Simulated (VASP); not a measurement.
# C (P6_3/mmc) in VASP: notebook, part 2 of 2

VASP 6.6.1.

### 3 Density of states, PBE (volume scaled by 0.43)

The input, POSCAR:

```
C
1.0
    2.2936830918      0.0000000000      0.0000000000
   -1.1468415460      1.9863878257      0.0000000000
    0.0000000000      0.0000000000      4.2242036101
C
4
Direct
    0.0000000000      0.0000000000      0.2500000000
    0.0000000000      0.0000000000      0.7500000000
    0.3333333333      0.6666666667      0.2500000000
    0.6666666667      0.3333333333      0.7500000000
```

The input, INCAR.step1:

```
SYSTEM = C
ALGO = Normal
EDIFF = 1E-6
ENCUT = 520
GGA = PE
GGA_COMPAT = .False.
ISIF = 2
ISMEAR = -1
LASPH = .True.
LCHARG = .True.
LORBIT = 11
LREAL = .False.
LWAVE = .False.
NBANDS = 16
NEDOS = 2001
NELM = 120
PREC = Accurate
SIGMA = 0.1
```

The input, KPOINTS.step1:

```
k-points
0
Gamma
  15 15 5
  0 0 0
```

The input, INCAR.step2:

```
SYSTEM = C
ALGO = Normal
EDIFF = 1E-6
ENCUT = 520
GGA = PE
GGA_COMPAT = .False.
ICHARG = 11
ISIF = 2
ISMEAR = -5
LASPH = .True.
LCHARG = .False.
LORBIT = 11
LREAL = .False.
LWAVE = .False.
NBANDS = 16
NEDOS = 2001
NELM = 120
PREC = Accurate
SIGMA = 0.1
```

The input, KPOINTS.step2:

```
k-points
0
Gamma
  23 23 8
  0 0 0
```

Potentials or basis: VASP PAW PBE potentials, release 64 (C).

Command:

```console
$ cat potpaw_PBE.64/C/POTCAR > POTCAR
$ cp INCAR.step1 INCAR
$ cp KPOINTS.step1 KPOINTS
$ mpirun -np 1 vasp_std > vasp.out
$ cp INCAR.step2 INCAR
$ cp KPOINTS.step2 KPOINTS
$ mpirun -np 1 vasp_std > vasp.out
```

OUTCAR:

```text
SYSTEM = C
   EDIFF = 1E-6
   ENCUT = 520
   GGA = PE
   ICHARG = 11
   ISIF = 2
   ISMEAR = -5
   LASPH = .True.
   LORBIT = 11
   LREAL = .False.
   NELM = 120
   PREC = Accurate

 ion  position               nearest neighbor table
   1  0.000  0.000  0.250-   3 1.32   3 1.32   3 1.32
   2  0.000  0.000  0.750-   4 1.32   4 1.32   4 1.32
   3  0.333  0.667  0.250-   1 1.32   1 1.32   1 1.32
   4  0.667  0.333  0.750-   2 1.32   2 1.32   2 1.32

  LATTYP: Found a hexagonal cell.
 ALAT       =     2.2936830918
 C/A-ratio  =     1.8416683740

  Lattice vectors:

 A1 = (   2.2936830918,   0.0000000000,   0.0000000000)
 A2 = (  -1.1468415460,   1.9863878257,   0.0000000000)
 A3 = (   0.0000000000,   0.0000000000,   4.2242036101)

Analysis of symmetry for initial positions (statically):
=====================================================================
 Subroutine PRICEL returns:
 Original cell was already a primitive cell.

 Routine SETGRP: Setting up the symmetry group for a
 hexagonal supercell.

 Subroutine GETGRP returns: Found 24 space group operations
 (whereof 12 operations were pure point group operations)
 out of a pool of 24 trial point group operations.

The static configuration has the point symmetry D_3d.
 The point group associated with its full space group is D_6h.

Analysis of symmetry for dynamics (positions and initial velocities):
=====================================================================
 Subroutine PRICEL returns:
 Original cell was already a primitive cell.

 Routine SETGRP: Setting up the symmetry group for a
 hexagonal supercell.

 Subroutine GETGRP returns: Found 24 space group operations
 (whereof 12 operations were pure point group operations)
 out of a pool of 24 trial point group operations.

The dynamic configuration has the point symmetry D_3d.
 The point group associated with its full space group is D_6h.

 Subroutine INISYM returns: Found 24 space group operations
[... 133 lines left out ...]
   LRPA    =     F    only Hartree local field effects (RPA)
 non-spin polarized calculation
 Fermi weights with tetrahedron method with Bloechl corrections
  energy-cutoff  :      520.00
  volume of cell :       19.25
 maximum number of plane-waves:       544
 NGX is ok and might be reduce to    18

 number of electron      15.9999996 magnetization

 Free energy of the ion-electron system (eV)
  ---------------------------------------------------
  ext. energy  EPLUGINS =         0.00000000
  ---------------------------------------------------
  free energy    TOTEN  =       -31.72271328 eV

  energy without entropy =      -31.72271328  energy(sigma->0) =      -31.72271328

 E-fermi :  11.9025     XC(G=0): -14.0311

 val. band max:       12.0205611141   @ k =   0.2609   0.2609   0.1250
 cond. band min:      11.7501486840   @ k =   0.3043   0.3043   0.2500
 fundamental gap:     -0.2704124301
 Fermi energy:        11.9024622851

 k-point     1 :       0.0000    0.0000    0.0000
  band No.  band energies     occupation
      1     -11.9423      2.00000
      2      -7.4804      2.00000
      3      -1.9617      2.00000
      4       8.4234      2.00000
      5       8.4234      2.00000
      6       9.0817      2.00000
[... 433 lines left out ...]
      3      -1.1742      2.00000
      4       6.1335      2.00000
      5       6.5753      2.00000
      6       7.6305      2.00000
[... 8 lines left out ...]
     15      26.3264      0.00000
     16      28.4438      0.00000

 [... further k-points ...]

------------------------ aborting loop because EDIFF is reached ----------------------------------------

  FORCE on cell =-STRESS in cart. coord.  units (eV):
  Direction    XX          YY          ZZ          XY          YZ          ZX
  --------------------------------------------------------------------------------------
  -------------------------------------------------------------------------------------
  Total       22.7018971     22.7018971     22.4688070     -0.0000000     -0.0000000      0.0000000
  in kB     1889.8634801   1889.8634800   1870.4594425     -0.0000001     -0.0000000      0.0000000
  external PRESSURE =    1883.3954675 kB  Pullay stress =       0.0000000 kB

 VOLUME and BASIS-vectors are now :
 -----------------------------------------------------------------------------
  energy-cutoff  :      520.00
  volume of cell :       19.25
      direct lattice vectors                 reciprocal lattice vectors
     2.293683092  0.000000000  0.000000000     0.435980020  0.251713182  0.000000000
    -1.146841546  1.986387826  0.000000000     0.000000000  0.503426364  0.000000000
     0.000000000  0.000000000  4.224203610     0.000000000  0.000000000  0.236731013

 POSITION                                       TOTAL-FORCE (eV/Angst)
 -----------------------------------------------------------------------------------
      0.00000      0.00000      1.05605         0.000000      0.000000      0.000000
      0.00000      0.00000      3.16815         0.000000     -0.000000      0.000000
     -0.00000      1.32426      1.05605        -0.000000      0.000000     -0.000000
      1.14684      0.66213      3.16815         0.000000     -0.000000     -0.000000
 -----------------------------------------------------------------------------------
    total drift:                                0.000000      0.000000      0.000000

  FREE ENERGIE OF THE ION-ELECTRON SYSTEM (eV)
  ---------------------------------------------------
  free  energy   TOTEN  =       -31.7227132820 eV

  energy  without entropy=      -31.7227132820  energy(sigma->0) =      -31.72271328

 total charge

# of ion       s       p       d       tot
------------------------------------------
    1        0.943   2.025   0.000   2.969
    2        0.943   2.025   0.000   2.969
    3        0.932   2.075   0.000   3.006
    4        0.932   2.075   0.000   3.006
--------------------------------------------------
tot          3.750   8.200   0.000  11.950
```

OUTCAR.step1:

```text
SYSTEM = C
   EDIFF = 1E-6
   ENCUT = 520
   GGA = PE
   ISIF = 2
   ISMEAR = -1
   LASPH = .True.
   LORBIT = 11
   LREAL = .False.
   NELM = 120
   PREC = Accurate
[... 689 lines left out ...]

  FREE ENERGIE OF THE ION-ELECTRON SYSTEM (eV)
  ---------------------------------------------------
  free  energy   TOTEN  =       -31.7202858692 eV

  energy  without entropy=      -31.7087505681  energy(sigma->0) =      -31.71451822

 total charge

# of ion       s       p       d       tot
------------------------------------------
    1        0.943   2.024   0.000   2.968
    2        0.943   2.024   0.000   2.968
    3        0.932   2.076   0.000   3.007
    4        0.932   2.076   0.000   3.007
--------------------------------------------------
tot          3.750   8.200   0.000  11.950
```

OSZICAR.step1:

```text
N       E                     dE             d eps       ncg     rms          rms(c)
DAV:   1     0.242667959104E+02    0.24267E+02   -0.87031E+03  2616   0.995E+02
DAV:   2    -0.334703813997E+02   -0.57737E+02   -0.52756E+02  3640   0.197E+02
DAV:   3    -0.350095495584E+02   -0.15392E+01   -0.15345E+01  3136   0.270E+01
DAV:   4    -0.350141746370E+02   -0.46251E-02   -0.46246E-02  3368   0.187E+00
DAV:   5    -0.350142000830E+02   -0.25446E-04   -0.25447E-04  3128   0.121E-01    0.117E+01
DAV:   6    -0.325034086139E+02    0.25108E+01   -0.15771E+00  3192   0.893E+00    0.690E+00
DAV:   7    -0.317139087528E+02    0.78950E+00   -0.16281E+00  3376   0.940E+00    0.205E+00
DAV:   8    -0.317201630318E+02   -0.62543E-02   -0.60961E-02  2872   0.160E+00    0.114E-01
DAV:   9    -0.317202202506E+02   -0.57219E-04   -0.25996E-04  3496   0.140E-01    0.495E-02
DAV:  10    -0.317202767860E+02   -0.56535E-04   -0.42716E-05  3184   0.535E-02    0.203E-02
DAV:  11    -0.317202857217E+02   -0.89357E-05   -0.55132E-06  3240   0.216E-02    0.233E-03
DAV:  12    -0.317202858692E+02   -0.14749E-06   -0.20789E-07  1784   0.424E-03
   1 F= -.31720286E+02 E0= -.31714518E+02  d E =-.115353E-01
```

Run time: 24 s. Hardware: 1 thread of Intel Xeon 6975P-C (Granite Rapids), shared host; peak memory 0.17 GiB.

What came out:

```yaml
Valence_electrons_inside_the_program's_atomic_spheres: C 2.97, 3.01
```

Levels at points of the mesh, in eV from the Fermi level:
```
           k point  band 6  band 7  band 8  band 9  band 10  band 11
(0.00, 0.00, 0.00)   -2.82   -2.82   -1.96    9.01     9.01    10.07
(0.00, 0.00, 0.50)   -3.15   -3.15   -3.15    9.39     9.39     9.39
```

Caveat: tetrahedron occupations give inexact forces and stress in metals.
